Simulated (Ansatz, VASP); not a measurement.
**YLuN2 in VASP and in Ansatz**

```
CELL_PARAMETERS angstrom
3.35185 0.00000 0.00000
0.00000 3.35185 0.00000
0.00000 0.00000 4.73713
ATOMIC_POSITIONS crystal
Y 0.00000 0.00000 0.00000
N 0.00000 0.00000 0.50000
N 0.50000 0.50000 0.00000
Lu 0.50000 0.50000 0.50000
```

Alike in both runs: task single point; functional PBE; k mesh 6 × 6 × 4; occupations fermi-dirac, width 0.02 eV; no spin polarisation.

|  | VASP | Ansatz |
| --- | --- | --- |
| version | VASP 6.6.1 | Ansatz 0.2.0 |
| potentials or method | VASP PAW PBE potentials, release 64 (Y_sv, N, Lu) | plane waves, PAW |
| plane-wave cutoff (eV) | 520 | 420 |
| valence electrons in the cell | 46 | 46 |

```csv
,VASP,Ansatz,Ansatz less VASP
pressure (GPa),11.7,11.4,-0.36
```

Neither program's run includes spin-orbit coupling.
